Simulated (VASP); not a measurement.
Wanted: the native input for a VASP 6.6.1 run.

```yaml
Task: relaxation of cell and atoms
Functional: PBE
Potentials_or_basis: VASP PAW PBE potentials, release 64 (Hf_pv, F)
Cutoff: 600 eV
k_mesh: 6 × 6 × 4
Occupations: gaussian, width 0.1 eV
Spin: no spin polarisation
Dipole_correction: no
Further_INCAR_settings: ALGO = Normal; EDIFF = 1e-06; IBRION = 2; EDIFFG = -0.04; NSW = 90; ISIF = 3
```

The structure of HfF2 lies in POSCAR:

```
HfF2
1.0
    3.6706167747      0.0000000000      0.0000000000
    0.0000000000      3.6706167747      0.0000000000
    0.0000000000      0.0000000000      5.6006329595
Hf F
2 4
Direct
    0.0000000000      0.5000000000      0.7000000000
    0.5000000000      0.0000000000      0.3000000000
    0.0000000000      0.0000000000      0.0000000000
    0.5000000000      0.5000000000      0.0000000000
    0.0000000000      0.5000000000      0.2700000000
    0.5000000000      0.0000000000      0.7300000000
```

One way to write it, as run:

INCAR

```
SYSTEM = HfF2
ALGO = Normal
EDIFF = 1E-6
EDIFFG = -0.04
ENCUT = 600
GGA = PE
IBRION = 2
ISIF = 3
ISMEAR = 0
LASPH = .True.
LCHARG = .False.
LREAL = .False.
LWAVE = .False.
NELM = 60
NSW = 90
PREC = Accurate
SIGMA = 0.1
```

KPOINTS

```
k-points
0
Gamma
  6 6 4
  0 0 0
```

Potentials or basis: VASP PAW PBE potentials, release 64 (Hf_pv, F).

Run with:

```bash
$ cat potpaw_PBE.64/Hf_pv/POTCAR potpaw_PBE.64/F/POTCAR > POTCAR
$ mpirun -np 1 vasp_std > vasp.out
```

Results of the run:

* Relaxed volume: 11.56 Å³/atom
* Relaxed cell: a = 3.582 Å, b = 3.582 Å, c = 5.408 Å, α = 90.00°, β = 90.00°, γ = 90.00°
* Space group after relaxing (to 0.1 Å): P4/nmm (No. 129)
* Energy gained by relaxing: 79.5 meV/atom
* Ionic steps: 8
* Pressure after relaxing: 0.0 GPa
* Largest force after relaxing: 0.016 eV/Å
* Band gap on the k mesh: 0.47 eV (least direct gap 1.04 eV)

Caveat: spin-orbit coupling is left out, which moves the levels of the heavy elements.

Run time: 4.5 min on 1 thread of Intel(R) Xeon(R) 6975P-C (Granite Rapids) (shared host), peak memory 0.23 GiB.
